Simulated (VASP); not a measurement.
ScAl2, 6 atoms in the cell. It takes space group Fd-3m (No. 227, cubic). Conventional cell: a = 6.887 Å, b = 6.887 Å, c = 6.887 Å, α = 90.00°, β = 90.00°, γ = 90.00°. Sc (site symmetry -43m) has 12 Al at 2.86 Å and 4 Sc at 2.98 Å within 3.8 Å. Within 3.2 Å of Al (site symmetry -3m) lie 6 Al at 2.43 Å and 6 Sc at 2.86 Å. 

* Program: VASP 6.6.1
* Task: relaxation of cell and atoms
* Functional: PBEsol
* Potentials or basis: VASP PAW PBE potentials, release 64 (Sc_sv, Al)
* Cutoff: 600 eV
* k mesh: 10 × 10 × 10
* Occupations: gaussian, width 0.1 eV
* Spin: no spin polarisation
* Target pressure: 50 GPa
* Dipole correction: no
* Further INCAR settings: ALGO = Fast; EDIFF = 1e-06; IBRION = 2; EDIFFG = -0.008; NSW = 70; ISIF = 3

Potentials or basis: VASP PAW PBE potentials, release 64 (Sc_sv, Al).

Launch:

```console
$ cat potpaw_PBE.64/Sc_sv/POTCAR potpaw_PBE.64/Al/POTCAR > POTCAR
$ mpirun -np 1 vasp_std > vasp.out
```

Hardware: 1 thread of AMD EPYC 9R45 96-Core Processor (Zen 5), on a shared host.

Question: Estimate the wall time of this run.

Answer: Run time: 4.9 min on 1 thread of AMD EPYC 9R45 96-Core Processor (Zen 5), on a shared host, peak memory 0.27 GiB. Counts: scf iterations 58, k points 47, ion steps 4.
